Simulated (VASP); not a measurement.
# Rh (Fm-3m) in VASP: notebook

Rh is run at these levels: PBE; tasks: single point, relaxation of cell and atoms.

All numbers are computed with VASP 6.6.1; they aren't measurements. Logs are shortened: lines on timing, memory, paths and dates and some standing lists are left out, and cuts for length are marked.

## 1. The cell of the first run

Symmetry: Fm-3m, No. 225, cubic system. The conventional cell has a = 3.830 Å, b = 3.830 Å, c = 3.830 Å, α = 90.00°, β = 90.00°, γ = 90.00°. Within 3.6 Å of Rh (site symmetry m-3m) lie 12 Rh at 2.71 Å.

## 2. Single point, PBE

Input file INCAR:

```
SYSTEM = Rh
ALGO = Normal ; EDIFF = 1E-7
ENCUT = 520 ; GGA = PE
ISIF = 2 ; ISMEAR = -1
LASPH = .True. ; LCHARG = .False.
LREAL = .False. ; LWAVE = .False.
NBANDS = 14 ; NELM = 60
PREC = Accurate ; SIGMA = 0.05
```

Input file KPOINTS:

```
k-points
0
Gamma
  18 18 18
  0 0 0
```

Input file POSCAR:

```
Rh
1.0
    0.0000000000      1.9149657824      1.9149657824
    1.9149657824      0.0000000000      1.9149657824
    1.9149657824      1.9149657824      0.0000000000
Rh
1
Direct
    0.0000000000      0.0000000000      0.0000000000
```

Potentials or basis: VASP PAW PBE potentials, release 64 (Rh_pv).

Started as:

```bash
$ cat potpaw_PBE.64/Rh_pv/POTCAR > POTCAR
$ mpirun -np 1 vasp_std > vasp.out
```

OUTCAR:

```text
SYSTEM = Rh
   EDIFF = 1E-7
   ENCUT = 520
   GGA = PE
   ISIF = 2
   ISMEAR = -1
   LASPH = .True.
   LREAL = .False.
   NELM = 60
   PREC = Accurate

 ion  position               nearest neighbor table
   1  0.000  0.000  0.000-

  LATTYP: Found a face centered cubic cell.
 ALAT       =     3.8299315648

  Lattice vectors:

 A1 = (   0.0000000000,   1.9149657824,   1.9149657824)
 A2 = (   1.9149657824,   0.0000000000,   1.9149657824)
 A3 = (   1.9149657824,   1.9149657824,   0.0000000000)

Analysis of symmetry for initial positions (statically):
=====================================================================
 Subroutine PRICEL returns:
 Original cell was already a primitive cell.

 Routine SETGRP: Setting up the symmetry group for a
 face centered cubic supercell.

 Subroutine GETGRP returns: Found 48 space group operations
 (whereof 48 operations were pure point group operations)
 out of a pool of 48 trial point group operations.

The static configuration has the point symmetry O_h .

Analysis of symmetry for dynamics (positions and initial velocities):
=====================================================================
 Subroutine PRICEL returns:
 Original cell was already a primitive cell.

 Routine SETGRP: Setting up the symmetry group for a
 face centered cubic supercell.

 Subroutine GETGRP returns: Found 48 space group operations
 (whereof 48 operations were pure point group operations)
 out of a pool of 48 trial point group operations.

The dynamic configuration has the point symmetry O_h .

 Subroutine INISYM returns: Found 48 space group operations
 (whereof 48 operations are pure point group operations),
 and found     1 'primitive' translations

----------------------------------------------------------------------------------------

                                     Primitive cell

  volume of cell :      14.0447

  direct lattice vectors                    reciprocal lattice vectors
     0.000000000  1.914965782  1.914965782    -0.261101271  0.261101271  0.261101271
     1.914965782  0.000000000  1.914965782     0.261101271 -0.261101271  0.261101271
     1.914965782  1.914965782  0.000000000     0.261101271  0.261101271 -0.261101271

  length of vectors
     2.708170581  2.708170581  2.708170581     0.452240668  0.452240668  0.452240668

  position of ions in fractional coordinates (direct lattice)
     0.000000000  0.000000000  0.000000000

  ion indices of the primitive-cell ions
   primitive index   ion index
                 1           1

----------------------------------------------------------------------------------------

 KPOINTS: k-points

Automatic generation of k-mesh.
 Grid dimensions read from file:
 generate k-points for:   18   18   18

 Generating k-lattice:

  Cartesian coordinates                     Fractional coordinates (reciprocal lattice)
    -0.014505626  0.014505626  0.014505626     0.055555556  0.000000000  0.000000000
     0.014505626 -0.014505626  0.014505626     0.000000000  0.055555556  0.000000000
     0.014505626  0.014505626 -0.014505626     0.000000000  0.000000000  0.055555556

  Length of vectors
     0.025124482  0.025124482  0.025124482

  Shift w.r.t. Gamma in fractional coordinates (k-lattice)
     0.000000000  0.000000000  0.000000000

 Subroutine IBZKPT returns following result:
 ===========================================

 Found    195 irreducible k-points:

 Following reciprocal coordinates:
            Coordinates               Weight
  0.000000  0.000000  0.000000      1.000000
  0.055556  0.000000  0.000000      8.000000
  0.111111  0.000000  0.000000      8.000000
  0.166667  0.000000  0.000000      8.000000
  0.222222  0.000000  0.000000      8.000000
  0.277778  0.000000  0.000000      8.000000
[... 16 lines left out ...]
 -0.277778  0.055556  0.000000     24.000000
 -0.222222  0.055556  0.000000     24.000000
 [... further k-points ...]
   k-points           NKPTS =    195   k-points in BZ     NKDIM =    195   number of bands    NBANDS=     14
   number of dos      NEDOS =    301   number of ions     NIONS =      1
   total plane-waves  NPLWV =   8000
   dimension x,y,z NGX =    20 NGY =   20 NGZ =   20
   dimension x,y,z NGXF=    40 NGYF=   40 NGZF=   40
   ions per type =               1
   NGX,Y,Z   is equivalent  to a cutoff of  12.28, 12.28, 12.28 a.u.
   NGXF,Y,Z  is equivalent  to a cutoff of  24.55, 24.55, 24.55 a.u.
 SYSTEM =  Rh
   PREC   = accura    normal or accurate (medium, high low for compatibility)
   ISTART =      0    job   : 0-new  1-cont  2-samecut
   ICHARG =      2    charge: 1-file 2-atom 10-const
   ISPIN  =      1    spin polarized calculation?
   LNONCOLLINEAR =      F non collinear calculations
   LSORBIT =      F    spin-orbit coupling
   LASPH  =      T    aspherical Exc in radial PAW
   ENCUT  =  520.0 eV  38.22 Ry    6.18 a.u.   5.04  5.04  5.04*2*pi/ulx,y,z
   NELM   =     60;   NELMIN=  2; NELMDL= -5     # of ELM steps
   EDIFF  = 0.1E-06   stopping-criterion for ELM
   LREAL  =      F    real-space projection
   EDIFFG = 0.1E-05   stopping-criterion for IOM
   NSW    =      0    number of steps for IOM
   IBRION =     -1    ionic relax: 0-MD 1-quasi-New 2-CG
   NFREE  =      0    steps in history (QN), initial steepest desc. (CG)
   ISIF   =      2    stress and relaxation
   ISYM   =      2    0-nonsym 1-usesym 2-fastsym
   POTIM  = 0.5000    time-step for ionic-motion
   TEBEG  =    0.0;   TEEND  =   0.0 temperature during run
   PSTRESS=    0.0 pullay stress
   NELECT =      15.0000    total number of electrons
   NUPDOWN=      -1.0000    fix difference up-down
   EMIN   =  10.00;   EMAX   =-10.00  energy-range for DOS
   EFERMI =   0.00;   METHOD = LEGACY
   ISMEAR =    -1;   SIGMA  =   0.05  broadening in eV -4-tet -1-fermi 0-gaus
   EFERMI_NEDOS =   21; number of points for ismear=-14 and -15
   IALGO  =     38    algorithm
   IMIX   =      4    mixing-type and parameters
     AMIX     =   0.40;   BMIX     =  1.00
     AMIX_MAG =   1.60;   BMIX_MAG =  1.00
  volume/ion in A,a.u.               =      14.04        94.78
  Fermi-wavevector in a.u.,A,eV,Ry     =   1.673404  3.162276 38.100152  2.800282
  Thomas-Fermi vector in A             =   2.758382
   LORBIT       =      0    0 simple, 1 ext, 2 COOP (PROOUT), +10 PAW based schemes
   GGA     = PE    functional components
   LHFCALC =     F    Hartree Fock is set to
   AEXX    =    0.0000 exact exchange contribution
   IVDW    =     0    specifies the selected vdW correction
   LEPSILON=     F    determine dielectric tensor
   LRPA    =     F    only Hartree local field effects (RPA)
 non-spin polarized calculation
  energy-cutoff  :      520.00
  volume of cell :       14.04
 maximum number of plane-waves:       388
   NGX =  9   NGY =  9   NGZ =  9

 number of electron      15.0000003 magnetization

 Free energy of the ion-electron system (eV)
  ---------------------------------------------------
  ext. energy  EPLUGINS =         0.00000000
  ---------------------------------------------------
  free energy    TOTEN  =        -7.26394414 eV

  energy without entropy =       -7.25244244  energy(sigma->0) =       -7.25819329

 E-fermi :  11.5170     XC(G=0): -13.8953

 val. band max:       11.5149578380   @ k =   0.5000   0.2222   0.1111
 cond. band min:      11.5191181868   @ k =   0.5000   0.3889   0.0556
 fundamental gap:      0.0041603488
 Fermi energy:        11.5169783504

 k-point     1 :       0.0000    0.0000    0.0000
  band No.  band energies     occupation
      1     -34.8314      2.00000
      2     -34.8314      2.00000
      3     -34.8314      2.00000
      4       3.7145      2.00000
      5       8.5365      2.00000
      6       8.5365      2.00000
      7       8.5365      2.00000
      8      10.5520      2.00000
      9      10.5520      2.00000
     10      27.5263      0.00000
     11      32.1007      0.00000
     12      32.8661      0.00000
     13      32.8661      0.00000
     14      32.8661      0.00000

 k-point     2 :       0.0556    0.0000    0.0000
  band No.  band energies     occupation
      1     -34.8525      2.00000
      2     -34.8342      2.00000
      3     -34.8342      2.00000
      4       3.8367      2.00000
      5       8.4830      2.00000
      6       8.5839      2.00000
      7       8.5839      2.00000
      8      10.5256      2.00000
      9      10.5256      2.00000
     10      27.6999      0.00000
     11      32.0910      0.00000
     12      32.1745      0.00000
     13      33.0413      0.00000
     14      33.0413      0.00000

 k-point     3 :       0.1111    0.0000    0.0000
  band No.  band energies     occupation
      1     -34.9132      2.00000
      2     -34.8425      2.00000
      3     -34.8425      2.00000
      4       4.1877      2.00000
      5       8.3491      2.00000
      6       8.7078      2.00000
      7       8.7078      2.00000
      8      10.4690      2.00000
      9      10.4690      2.00000
     10      28.1600      0.00000
     11      30.7117      0.00000
     12      32.1010      0.00000
     13      33.5489      0.00000
     14      33.5489      0.00000
[... 324 lines left out ...]
 k-point    23 :      -0.2778    0.0556    0.0000
  band No.  band energies     occupation
      1     -35.2727      2.00000
      2     -34.9154      2.00000
      3     -34.8857      2.00000
      4       5.7914      2.00000
      5       8.6656      2.00000
      6       8.8661      2.00000
      7       8.8766      2.00000
      8      10.7299      2.00000
      9      11.4635      1.48928
     10      25.0379      0.00000
     11      28.6983      0.00000
     12      32.0998      0.00000
     13      33.8739      0.00000
     14      36.4346      0.00000

 k-point    24 :      -0.2222    0.0556    0.0000
  band No.  band energies     occupation
      1     -35.1592      2.00000
      2     -34.8985      2.00000
      3     -34.8690      2.00000
      4       5.5237      2.00000
      5       8.2030      2.00000
      6       8.9160      2.00000
      7       8.9670      2.00000
      8      10.3702      2.00000
      9      11.0273      1.99989
     10      26.8255      0.00000
     11      29.1366      0.00000
     12      32.0999      0.00000
     13      34.1718      0.00000
     14      36.0369      0.00000

 [... further k-points ...]

------------------------ aborting loop because EDIFF is reached ----------------------------------------

  FORCE on cell =-STRESS in cart. coord.  units (eV):
  Direction    XX          YY          ZZ          XY          YZ          ZX
  --------------------------------------------------------------------------------------
  -------------------------------------------------------------------------------------
  Total        0.0074755      0.0074755      0.0074755      0.0000000      0.0000000      0.0000000
  in kB        0.8527826      0.8527826      0.8527826      0.0000000      0.0000000      0.0000000
  external PRESSURE =       0.8527826 kB  Pullay stress =       0.0000000 kB

 VOLUME and BASIS-vectors are now :
 -----------------------------------------------------------------------------
  energy-cutoff  :      520.00
  volume of cell :       14.04
      direct lattice vectors                 reciprocal lattice vectors
     0.000000000  1.914965782  1.914965782    -0.261101271  0.261101271  0.261101271
     1.914965782  0.000000000  1.914965782     0.261101271 -0.261101271  0.261101271
     1.914965782  1.914965782  0.000000000     0.261101271  0.261101271 -0.261101271

 POSITION                                       TOTAL-FORCE (eV/Angst)
 -----------------------------------------------------------------------------------
      0.00000      0.00000      0.00000         0.000000      0.000000      0.000000
 -----------------------------------------------------------------------------------
    total drift:                                0.000000     -0.000000      0.000000

  FREE ENERGIE OF THE ION-ELECTRON SYSTEM (eV)
  ---------------------------------------------------
  free  energy   TOTEN  =        -7.2639441449 eV

  energy  without entropy=       -7.2524424431  energy(sigma->0) =       -7.25819329
```

Wall time 37 s (1 thread of Intel Xeon 8259CL, shared host); peak memory 0.15 GiB.

What came out:

```
Free energy            : -7.2639 eV
Pressure               : 0.1 GPa
Band gap on the k mesh : zero (an odd number of electrons rules out a gap without spin polarisation)
```

(Continued in part 2 of 2.)
